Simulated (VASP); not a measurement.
AlCu3, 4 atoms in the cell. Symmetry: Pm-3m, No. 221, cubic system. Conventional cell: a = 3.632 Å, b = 3.632 Å, c = 3.632 Å, α = 90.00°, β = 90.00°, γ = 90.00°. Al (site symmetry m-3m) has 12 Cu at 2.57 Å within 3.4 Å. Within 3.4 Å of Cu (site symmetry 4/mmm) lie 4 Al at 2.57 Å and 8 Cu at 2.57 Å. 

| Property | Result |
| --- | --- |
| Program | VASP 6.6.1 |
| Task | single point |
| Functional | PBEsol |
| Potentials or basis | VASP PAW PBE potentials, release 64 (Al, Cu) |
| Cutoff | 520 eV |
| k mesh | 12 × 12 × 12 |
| Occupations | gaussian, width 0.1 eV |
| Spin | no spin polarisation |
| Dipole correction | no |
| Further INCAR settings | ALGO = Normal; EDIFF = 1e-07; NBANDS = 26 |

Potentials or basis: VASP PAW PBE potentials, release 64 (Al, Cu).

Run with:

```sh
$ cat potpaw_PBE.64/Al/POTCAR potpaw_PBE.64/Cu/POTCAR > POTCAR
$ mpirun -np 1 vasp_std > vasp.out
```

Hardware: 1 thread of Intel(R) Xeon(R) Platinum 8124M CPU @ 3.00GHz (Skylake/Cascade Lake), with other jobs on the host.

Task: Estimate the wall time of this run.

Result: Wall time 83 s on 1 thread of Intel(R) Xeon(R) Platinum 8124M CPU @ 3.00GHz (Skylake/Cascade Lake) (shared host), peak memory 0.21 GiB. Counts: scf iterations 15, k points 84.
